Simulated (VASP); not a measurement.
Wanted: the native input for a VASP 6.6.1 run.

* Task: single point
* Functional: r2SCAN
* Potentials or basis: VASP PAW PBE potentials, release 64 (H)
* Cutoff: 550 eV
* k mesh: 8 × 8 × 4
* Occupations: gaussian, width 0.02 eV
* Spin: no spin polarisation
* Dipole correction: no
* Further INCAR settings: ALGO = Normal; EDIFF = 1e-06; NBANDS = 10

H:

```
CELL_PARAMETERS angstrom
1.57926 -2.65908 0.00000
1.57926 2.65908 0.00000
0.00000 0.00000 6.14033
ATOMIC_POSITIONS crystal
H 0.59597 0.40403 0.03073
H 0.40403 0.59597 0.96927
H 0.40403 0.59597 0.53073
H 0.59597 0.40403 0.46927
```

This cell differs from its parent crystal: functional r2SCAN, strained.

One way to write it, as run:

POSCAR

```
H
1.0
    1.5792605512     -2.6590799568      0.0000000000
    1.5792605512      2.6590799568      0.0000000000
    0.0000000000      0.0000000000      6.1403293960
H
4
Direct
    0.5959658746      0.4040341254      1.0307270489
    0.4040341254      0.5959658746     -0.0307270489
    0.4040341254      0.5959658746      0.5307270489
    0.5959658746      0.4040341254      0.4692729511
```

INCAR.step1

```
  PREC = Accurate
  ENCUT = 550
  ISMEAR = 0
  SIGMA = 0.02
  LREAL = F
  LASPH = T
  NELM = 120
  NBANDS = 10
  GGA = PE
  ALGO = Normal
  EDIFF = 1E-5
  LWAVE = T
  LCHARG = F
  GGA_COMPAT = F
```

INCAR.step2

```
  PREC = Accurate
  ENCUT = 550
  EDIFF = 1E-6
  ISMEAR = 0
  SIGMA = 0.02
  LREAL = F
  LASPH = T
  NELM = 120
  ALGO = Normal
  ISIF = 2
  LWAVE = F
  LCHARG = F
  METAGGA = R2SCAN
  LMIXTAU = T
  NBANDS = 10
  ISTART = 1
  GGA_COMPAT = F
```

KPOINTS

```
regular mesh
0
Gamma
  8 8 4
```

Potentials or basis: VASP PAW PBE potentials, release 64 (H).

Command:

```console
$ cat potpaw_PBE.64/H/POTCAR > POTCAR
$ cp INCAR.step1 INCAR
$ mpirun -np 1 vasp_std > vasp.out
$ cp INCAR.step2 INCAR
$ mpirun -np 1 vasp_std > vasp.out
```

It gave:

- Pressure: -10.5 GPa
- Largest force: 4.721 eV/Å
- Band gap on the k mesh: 4.34 eV, direct

Caveat: the cell differs from its parent crystal (functional r2SCAN, strained); the PAW data sets were made with another functional, which shifts forces and pressure a little.

Run time: 32 s on 1 thread of Intel(R) Xeon(R) 6975P-C (Granite Rapids) (shared host), peak memory 0.17 GiB.
